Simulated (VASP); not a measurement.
# GaCo: single point with PBEsol

The system is GaCo.

```xyz
2
Lattice="2.8780 0.0000 0.0000 0.0000 2.8780 0.0000 0.0000 0.0000 2.8780" Properties=species:S:1:pos:R:3 pbc="T T T"
Ga    1.4390    1.4390    1.4390
Co    0.0000    0.0000    0.0000
```

* Program: VASP 6.6.1
* Task: single point
* Functional: PBEsol
* Potentials or basis: VASP PAW PBE potentials, release 64 (Ga_d, Co)
* Cutoff: 520 eV
* k mesh: 10 × 10 × 10
* Occupations: gaussian, width 0.05 eV
* Spin: collinear spin, ferromagnetic start
* Starting moments: [0.06, 1.81] μB
* Fixed moment: 1.8 μB

```
Pressure                                              : 5.5 GPa
Net moment                                            : 1.80 μB per cell
Site moments                                          : Ga +0.08; Co +1.66 μB
Valence electrons inside the program's atomic spheres : Ga 11.84; Co 8.28
```

Wall time 37 s on 1 thread of Intel(R) Xeon(R) Platinum 8375C CPU @ 2.90GHz (Ice Lake) (shared host), peak memory 0.18 GiB.

Caveat: the cell stands under pressure; the PAW data sets were made with another functional, which shifts forces and pressure a little; the total moment is fixed, so each spin has its own Fermi level.
